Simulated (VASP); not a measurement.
Here is a VASP 6.6.1 calculation.

File INCAR:

```
PREC     = Accurate       # precision mode
ENCUT    = 520            # plane-wave cutoff, eV
EDIFF    = 1E-6           # SCF threshold, eV
ISMEAR   = 0              # smearing method
SIGMA    = 0.15           # smearing width, eV
LREAL    = False          # projectors in reciprocal space
LASPH    = True           # aspherical terms in the spheres
NELM     = 100            # most SCF steps
ALGO     = Fast           # electronic algorithm
ISIF     = 2              # what is computed and relaxed
LWAVE    = False          # write WAVECAR
LCHARG   = False          # write CHGCAR
GGA      = PE             # functional
NBANDS   = 12             # bands
```

The input KPOINTS:

```
Automatic mesh
0
Gamma
  20 20 20
```

File POSCAR:

```
Ti
1.0
    0.0000000000      1.8712448249      2.1837427107
    1.8712448249      0.0000000000      2.1837427107
    1.8712448249      1.8712448249      0.0000000000
Ti
1
Direct
    0.0000000000      0.0000000000      0.0000000000
```

Potentials or basis: VASP PAW PBE potentials, release 64 (Ti_sv).

Command:

```sh
$ cat potpaw_PBE.64/Ti_sv/POTCAR > POTCAR
$ mpirun -np 1 vasp_std > vasp.out
```

Question: Predict the pressure.

Answer: 16.0 GPa.

Question: Predict the band gap on the k mesh.

Answer: Zero (band 6 reaches 10.26 eV, above the bottom of band 7 at 8.90 eV).

Stress tensor (GPa, compression positive):
```
17.35  0.00  0.00
 0.00 17.35  0.00
 0.00  0.00 13.28
```
